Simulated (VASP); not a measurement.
A run of VASP 6.6.1 is set up as follows.

Contents of INCAR:

```
ALGO     = Fast           # electronic algorithm
EDIFF    = 1E-6           # SCF threshold, eV
ENCUT    = 520            # plane-wave cutoff, eV
GGA      = PE             # functional
ISIF     = 2              # what is computed and relaxed
ISMEAR   = 0              # smearing method
LASPH    = True           # aspherical terms in the spheres
LCHARG   = False          # write CHGCAR
LREAL    = False          # projectors in reciprocal space
LWAVE    = False          # write WAVECAR
NBANDS   = 25             # bands
NELM     = 60             # most SCF steps
PREC     = Accurate       # precision mode
SIGMA    = 0.15           # smearing width, eV
```

The input KPOINTS:

```
k-points
0
Gamma
  14 14 8
```

The input POSCAR:

```
AlRu
1.0
    3.0038895946      0.0000000000      0.0000000000
    0.0000000000      3.0038895946      0.0000000000
    0.0000000000      0.0000000000      6.0077791893
Al Ru
2 2
Direct
    0.0000000000      0.0000000000     -0.0099870515
    0.0000000000      0.0000000000      0.5099870515
    0.4730349610      0.5000000000      0.2500000000
    0.5269650390      0.5000000000      0.7500000000
```

Potentials or basis: VASP PAW PBE potentials, release 64 (Al, Ru_pv).

Run with:

```bash
$ cat potpaw_PBE.64/Al/POTCAR potpaw_PBE.64/Ru_pv/POTCAR > POTCAR
$ mpirun -np 1 vasp_std > vasp.out
```

**Question.** Estimate the largest force.

**Answer.** 0.841 eV/Å.

**Question.** What does it give for the pressure?

**Answer.** 1.0 GPa.

**Question.** Predict the band gap on the k mesh.

**Answer.** Zero (bands 17 and 18 overlap by 2.60 eV).

Forces in eV/Å, atoms in the order of the input:
```
Al   0.112  0.000  0.657
Al   0.112  0.000 -0.657
Ru   0.617  0.000  0.000
Ru  -0.841  0.000  0.000
```

Caveat: the cell differs from its parent crystal (atoms displaced along a vibrational mode).
